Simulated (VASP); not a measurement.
# NaCl (Fm-3m) in VASP: notebook

NaCl is run at these levels: r2SCAN, PBE; tasks: single point.

All numbers are computed with VASP 6.6.1; they aren't measurements. Logs are shortened: lines on timing, memory, paths and dates and some standing lists are left out, and cuts for length are marked.

## 1. The cell of the first run

The structure is cubic, space group Fm-3m (No. 225). The conventional cell has a = 5.539 Å, b = 5.539 Å, c = 5.539 Å, α = 90.00°, β = 90.00°, γ = 90.00°. Na (site symmetry m-3m) has 6 Cl at 2.77 Å within 3.7 Å. Within 3.7 Å of Cl (site symmetry m-3m) lie 6 Na at 2.77 Å.

## 2. Single point, r2SCAN (strained)

Contents of POSCAR:

```
NaCl
1.0
    0.0000000000      2.7697346750      2.7697346750
    2.7697346750      0.0000000000      2.7697346750
    2.7697346750      2.7697346750      0.0000000000
Na Cl
1 1
Direct
    0.0000000000      0.0000000000      0.0000000000
    0.5000000000      0.5000000000      0.5000000000
```

Contents of INCAR.step1:

```
PREC = Accurate
ENCUT = 550
ISMEAR = 0
SIGMA = 0.02
LREAL = False
LASPH = True
NELM = 120
NBANDS = 14
GGA = PE
ALGO = Normal
EDIFF = 1E-5
LWAVE = True
LCHARG = False
GGA_COMPAT = False
```

Contents of INCAR.step2:

```
PREC = Accurate
ENCUT = 550
EDIFF = 1E-6
ISMEAR = 0
SIGMA = 0.02
LREAL = False
LASPH = True
NELM = 120
ALGO = Normal
ISIF = 2
LWAVE = False
LCHARG = False
METAGGA = R2SCAN
LMIXTAU = True
NBANDS = 14
ISTART = 1
GGA_COMPAT = False
```

Contents of KPOINTS:

```
regular mesh
0
Gamma
  8 8 8
```

Potentials or basis: VASP PAW PBE potentials, release 64 (Na_pv, Cl).

Command:

```console
> cat potpaw_PBE.64/Na_pv/POTCAR potpaw_PBE.64/Cl/POTCAR > POTCAR
> cp INCAR.step1 INCAR
> mpirun -np 1 vasp_std > vasp.out
> cp INCAR.step2 INCAR
> mpirun -np 1 vasp_std > vasp.out
```

OUTCAR:

```text
PREC = Accurate
   ENCUT = 550
   EDIFF = 1E-6
   ISMEAR = 0
   LREAL = False
   LASPH = True
   NELM = 120
   ISIF = 2
   METAGGA = R2SCAN
   ISTART = 1

 ion  position               nearest neighbor table
   1  0.000  0.000  0.000-
   2  0.500  0.500  0.500-

  LATTYP: Found a face centered cubic cell.
 ALAT       =     5.5394693500

  Lattice vectors:

 A1 = (   0.0000000000,   2.7697346750,   2.7697346750)
 A2 = (   2.7697346750,   0.0000000000,   2.7697346750)
 A3 = (   2.7697346750,   2.7697346750,   0.0000000000)

Analysis of symmetry for initial positions (statically):
=====================================================================
 Subroutine PRICEL returns:
 Original cell was already a primitive cell.

 Routine SETGRP: Setting up the symmetry group for a
 face centered cubic supercell.

 Subroutine GETGRP returns: Found 48 space group operations
 (whereof 48 operations were pure point group operations)
 out of a pool of 48 trial point group operations.

The static configuration has the point symmetry O_h .

Analysis of symmetry for dynamics (positions and initial velocities):
=====================================================================
 Subroutine PRICEL returns:
 Original cell was already a primitive cell.

 Routine SETGRP: Setting up the symmetry group for a
 face centered cubic supercell.

 Subroutine GETGRP returns: Found 48 space group operations
 (whereof 48 operations were pure point group operations)
 out of a pool of 48 trial point group operations.

The dynamic configuration has the point symmetry O_h .

 Subroutine INISYM returns: Found 48 space group operations
 (whereof 48 operations are pure point group operations),
 and found     1 'primitive' translations

----------------------------------------------------------------------------------------

                                     Primitive cell

  volume of cell :      42.4957

  direct lattice vectors                    reciprocal lattice vectors
     0.000000000  2.769734675  2.769734675    -0.180522707  0.180522707  0.180522707
     2.769734675  0.000000000  2.769734675     0.180522707 -0.180522707  0.180522707
     2.769734675  2.769734675  0.000000000     0.180522707  0.180522707 -0.180522707

  length of vectors
     3.916996342  3.916996342  3.916996342     0.312674500  0.312674500  0.312674500

  position of ions in fractional coordinates (direct lattice)
     0.000000000  0.000000000  0.000000000
     0.500000000  0.500000000  0.500000000

  ion indices of the primitive-cell ions
   primitive index   ion index
                 1           1
                 2           2

----------------------------------------------------------------------------------------

 KPOINTS: regular mesh

Automatic generation of k-mesh.
 Grid dimensions read from file:
 generate k-points for:    8    8    8

 Generating k-lattice:

  Cartesian coordinates                     Fractional coordinates (reciprocal lattice)
    -0.022565338  0.022565338  0.022565338     0.125000000  0.000000000  0.000000000
     0.022565338 -0.022565338  0.022565338     0.000000000  0.125000000  0.000000000
     0.022565338  0.022565338 -0.022565338     0.000000000  0.000000000  0.125000000

  Length of vectors
     0.039084312  0.039084312  0.039084312

  Shift w.r.t. Gamma in fractional coordinates (k-lattice)
     0.000000000  0.000000000  0.000000000

 Subroutine IBZKPT returns following result:
 ===========================================

 Found     29 irreducible k-points:

 Following reciprocal coordinates:
            Coordinates               Weight
  0.000000  0.000000  0.000000      1.000000
  0.125000  0.000000  0.000000      8.000000
  0.250000  0.000000  0.000000      8.000000
  0.375000  0.000000  0.000000      8.000000
  0.500000  0.000000  0.000000      4.000000
  0.125000  0.125000  0.000000      6.000000
[... 16 lines left out ...]
  0.500000  0.250000  0.125000     48.000000
 -0.375000  0.250000  0.125000     24.000000
 [... further k-points ...]
   k-points           NKPTS =     29   k-points in BZ     NKDIM =     29   number of bands    NBANDS=     14
   number of dos      NEDOS =    301   number of ions     NIONS =      2
   total plane-waves  NPLWV =  27000
   dimension x,y,z NGX =    30 NGY =   30 NGZ =   30
   dimension x,y,z NGXF=    60 NGYF=   60 NGZF=   60
   ions per type =               1   1
   NGX,Y,Z   is equivalent  to a cutoff of  12.73, 12.73, 12.73 a.u.
   NGXF,Y,Z  is equivalent  to a cutoff of  25.47, 25.47, 25.47 a.u.
 SYSTEM =  unknown system
   PREC   = accura    normal or accurate (medium, high low for compatibility)
   ISTART =      1    job   : 0-new  1-cont  2-samecut
   ICHARG =      0    charge: 1-file 2-atom 10-const
   ISPIN  =      1    spin polarized calculation?
   LNONCOLLINEAR =      F non collinear calculations
   LSORBIT =      F    spin-orbit coupling
   LASPH  =      T    aspherical Exc in radial PAW
   ENCUT  =  550.0 eV  40.42 Ry    6.36 a.u.   7.49  7.49  7.49*2*pi/ulx,y,z
   NELM   =    120;   NELMIN=  2; NELMDL=  0     # of ELM steps
   EDIFF  = 0.1E-05   stopping-criterion for ELM
   LREAL  =      F    real-space projection
   EDIFFG = 0.1E-04   stopping-criterion for IOM
   NSW    =      0    number of steps for IOM
   IBRION =     -1    ionic relax: 0-MD 1-quasi-New 2-CG
   NFREE  =      0    steps in history (QN), initial steepest desc. (CG)
   ISIF   =      2    stress and relaxation
   ISYM   =      2    0-nonsym 1-usesym 2-fastsym
   POTIM  = 0.5000    time-step for ionic-motion
   TEBEG  =    0.0;   TEEND  =   0.0 temperature during run
   PSTRESS=    0.0 pullay stress
   NELECT =      14.0000    total number of electrons
   NUPDOWN=      -1.0000    fix difference up-down
   EMIN   =  10.00;   EMAX   =-10.00  energy-range for DOS
   EFERMI =   0.00;   METHOD = LEGACY
   ISMEAR =     0;   SIGMA  =   0.02  broadening in eV -4-tet -1-fermi 0-gaus
   EFERMI_NEDOS =   21; number of points for ismear=-14 and -15
   IALGO  =     38    algorithm
   IMIX   =      4    mixing-type and parameters
     AMIX     =   0.40;   BMIX     =  1.00
     AMIX_MAG =   1.60;   BMIX_MAG =  1.00
  volume/ion in A,a.u.               =      21.25       143.39
  Fermi-wavevector in a.u.,A,eV,Ry     =   1.130670  2.136657 17.393899  1.278415
  Thomas-Fermi vector in A             =   2.267367
   LORBIT       =      0    0 simple, 1 ext, 2 COOP (PROOUT), +10 PAW based schemes
   METAGGA = R2SCAN    functional components
   LHFCALC =     F    Hartree Fock is set to
   AEXX    =    0.0000 exact exchange contribution
   IVDW    =     0    specifies the selected vdW correction
   LEPSILON=     F    determine dielectric tensor
   LRPA    =     F    only Hartree local field effects (RPA)
 non-spin polarized calculation
 Gauss-broadening in eV      SIGMA  =   0.02
  energy-cutoff  :      550.00
  volume of cell :       42.50
 maximum number of plane-waves:      1265
 NGX is ok and might be reduce to    30
   NGX = 15   NGY = 15   NGZ = 15

 number of electron      14.0000011 magnetization

 Free energy of the ion-electron system (eV)
  ---------------------------------------------------
  ext. energy  EPLUGINS =         0.00000000
  ---------------------------------------------------
  free energy    TOTEN  =       -13.78748431 eV

  energy without entropy =      -13.78748431  energy(sigma->0) =      -13.78748431

 E-fermi :  -0.7584     XC(G=0):  -8.8987

 val. band max:       -0.8421547699   @ k =   0.0000   0.0000   0.0000
 cond. band min:       5.3113571538   @ k =   0.0000   0.0000   0.0000
 fundamental gap:      6.1535119237
 Fermi energy:        -0.7583737067

 k-point     1 :       0.0000    0.0000    0.0000
  band No.  band energies     occupation
      1     -22.2677      2.00000
      2     -22.2677      2.00000
      3     -22.2677      2.00000
      4     -14.1939      2.00000
      5      -0.8422      2.00000
      6      -0.8422      2.00000
      7      -0.8422      2.00000
      8       5.3114      0.00000
      9      10.9659      0.00000
     10      10.9659      0.00000
     11      10.9659      0.00000
     12      13.2854      0.00000
     13      13.2854      0.00000
     14      14.9987      0.00000

 k-point     2 :       0.1250    0.0000    0.0000
  band No.  band energies     occupation
      1     -22.2732      2.00000
      2     -22.2680      2.00000
      3     -22.2680      2.00000
      4     -14.1383      2.00000
      5      -1.2313      2.00000
      6      -0.8904      2.00000
      7      -0.8904      2.00000
      8       5.8220      0.00000
      9      10.4356      0.00000
     10      11.1894      0.00000
     11      11.1894      0.00000
     12      13.0846      0.00000
     13      13.0846      0.00000
     14      16.0582      0.00000

 k-point     3 :       0.2500    0.0000    0.0000
  band No.  band energies     occupation
      1     -22.2863      2.00000
      2     -22.2688      2.00000
      3     -22.2688      2.00000
      4     -14.0001      2.00000
      5      -2.0188      2.00000
      6      -1.0029      2.00000
      7      -1.0029      2.00000
      8       6.7726      0.00000
      9      10.0089      0.00000
     10      11.3900      0.00000
     11      11.3900      0.00000
     12      13.3358      0.00000
     13      13.3358      0.00000
     14      16.3200      0.00000

 k-point     4 :       0.3750    0.0000    0.0000
  band No.  band energies     occupation
      1     -22.2992      2.00000
      2     -22.2696      2.00000
      3     -22.2696      2.00000
      4     -13.8554      2.00000
      5      -2.6822      2.00000
      6      -1.1104      2.00000
      7      -1.1104      2.00000
      8       7.1839      0.00000
      9      10.6219      0.00000
     10      11.1768      0.00000
     11      11.1768      0.00000
     12      14.7666      0.00000
     13      14.7666      0.00000
     14      15.7240      0.00000

 k-point     5 :       0.5000    0.0000    0.0000
  band No.  band energies     occupation
      1     -22.3045      2.00000
      2     -22.2700      2.00000
      3     -22.2700      2.00000
      4     -13.7934      2.00000
      5      -2.9341      2.00000
      6      -1.1535      2.00000
      7      -1.1535      2.00000
      8       7.2042      0.00000
      9      11.0553      0.00000
     10      11.0553      0.00000
     11      11.2319      0.00000
[... 276 lines left out ...]
 k-point    22 :       0.3750    0.2500    0.1250
  band No.  band energies     occupation
      1     -22.2880      2.00000
      2     -22.2742      2.00000
      3     -22.2703      2.00000
      4     -13.9103      2.00000
      5      -2.1878      2.00000
      6      -1.3610      2.00000
      7      -1.1322      2.00000
      8       7.7153      0.00000
      9       9.1641      0.00000
     10      10.7208      0.00000
     11      12.4015      0.00000
     12      12.6327      0.00000
     13      14.9406      0.00000
     14      18.8049      0.00000

 k-point    23 :       0.5000    0.2500    0.1250
  band No.  band energies     occupation
      1     -22.2942      2.00000
      2     -22.2767      2.00000
      3     -22.2717      2.00000
      4     -13.8028      2.00000
      5      -2.5118      2.00000
      6      -1.6066      2.00000
      7      -1.2530      2.00000
      8       8.2817      0.00000
      9       9.6758      0.00000
     10      10.0744      0.00000
     11      12.1366      0.00000
     12      13.9508      0.00000
     13      16.5545      0.00000
     14      16.8756      0.00000

 k-point    24 :      -0.3750    0.2500    0.1250
  band No.  band energies     occupation
      1     -22.2969      2.00000
      2     -22.2772      2.00000
      3     -22.2726      2.00000
      4     -13.7573      2.00000
      5      -2.6435      2.00000
      6      -1.6943      2.00000
      7      -1.3115      2.00000
      8       8.3184      0.00000
      9       9.8126      0.00000
     10      10.4463      0.00000
     11      11.9461      0.00000
     12      14.6371      0.00000
     13      16.1267      0.00000
     14      17.0027      0.00000

 [... further k-points ...]

------------------------ aborting loop because EDIFF is reached ----------------------------------------

  FORCE on cell =-STRESS in cart. coord.  units (eV):
  Direction    XX          YY          ZZ          XY          YZ          ZX
  --------------------------------------------------------------------------------------
  -------------------------------------------------------------------------------------
  Total        0.2485900      0.2485900      0.2485900     -0.0000000     -0.0000000      0.0000000
  in kB        9.3723759      9.3723759      9.3723759     -0.0000000     -0.0000000      0.0000000
  external PRESSURE =       9.3723759 kB  Pullay stress =       0.0000000 kB

 VOLUME and BASIS-vectors are now :
 -----------------------------------------------------------------------------
  energy-cutoff  :      550.00
  volume of cell :       42.50
      direct lattice vectors                 reciprocal lattice vectors
     0.000000000  2.769734675  2.769734675    -0.180522707  0.180522707  0.180522707
     2.769734675  0.000000000  2.769734675     0.180522707 -0.180522707  0.180522707
     2.769734675  2.769734675  0.000000000     0.180522707  0.180522707 -0.180522707

 POSITION                                       TOTAL-FORCE (eV/Angst)
 -----------------------------------------------------------------------------------
      0.00000      0.00000      0.00000         0.000000      0.000000      0.000000
      2.76973      2.76973      2.76973        -0.000000     -0.000000     -0.000000
 -----------------------------------------------------------------------------------
    total drift:                               -0.000000      0.000000      0.000000

  FREE ENERGIE OF THE ION-ELECTRON SYSTEM (eV)
  ---------------------------------------------------
  free  energy   TOTEN  =       -13.7874843100 eV

  energy  without entropy=      -13.7874843100  energy(sigma->0) =      -13.78748431
```

Run time: 59 s. Hardware: 1 thread of Intel Xeon Platinum 8488C (Sapphire Rapids), shared host; peak memory 0.17 GiB.

What came out:

* Free energy: -13.7875 eV
* Pressure: 0.9 GPa
* Band gap on the k mesh: 6.15 eV

Caveat: the cell differs from its parent crystal (strained); the PAW data sets were made with another functional, which shifts forces and pressure a little.

## 3. Single point, PBE (strained)

Contents of INCAR:

```
SYSTEM = NaCl
PREC = Accurate
ENCUT = 520
EDIFF = 1E-7
ISMEAR = 0
SIGMA = 0.02
LREAL = .FALSE.
LASPH = .TRUE.
NELM = 100
ALGO = Normal
ISIF = 2
LWAVE = .FALSE.
LCHARG = .FALSE.
GGA = PE
NBANDS = 14
```

Contents of KPOINTS:

```
regular mesh
0
G
  8 8 8
  0 0 0
```

Contents of POSCAR:

```
NaCl
1.0
    0.0000000000      2.8448326850      2.8448326850
    2.8448326850      0.0000000000      2.8448326850
    2.8448326850      2.8448326850      0.0000000000
Na Cl
1 1
Direct
    0.0000000000      0.0000000000      0.0000000000
    0.5000000000      0.5000000000      0.5000000000
```

Potentials or basis: VASP PAW PBE potentials, release 64 (Na_pv, Cl).

Command:

```console
> cat potpaw_PBE.64/Na_pv/POTCAR potpaw_PBE.64/Cl/POTCAR > POTCAR
> mpirun -np 1 vasp_std > vasp.out
```

It took 18 s on 1 thread of Intel Xeon Platinum 8488C (Sapphire Rapids), shared host; peak memory 0.16 GiB.

Results (log left out):

```
Free energy            : -6.7778 eV
Pressure               : 0.0 GPa
Band gap on the k mesh : 5.01 eV
```

Levels at points of the mesh, in eV from the valence-band top:
```csv
k point,band 5,band 6,band 7,band 8,band 9,band 10
"(0.00, 0.00, 0.00)",0.00,0.00,0.00,5.01,11.09,11.09
"(0.50, 0.00, 0.00)",-1.85,-0.25,-0.25,7.23,10.41,10.91
"(0.50, 0.50, 0.00)",-1.59,-0.57,-0.57,7.46,8.10,11.13
```

Caveat: the cell differs from its parent crystal (strained). A k mesh can miss the band edges.

(Continued in part 2 of 2.)
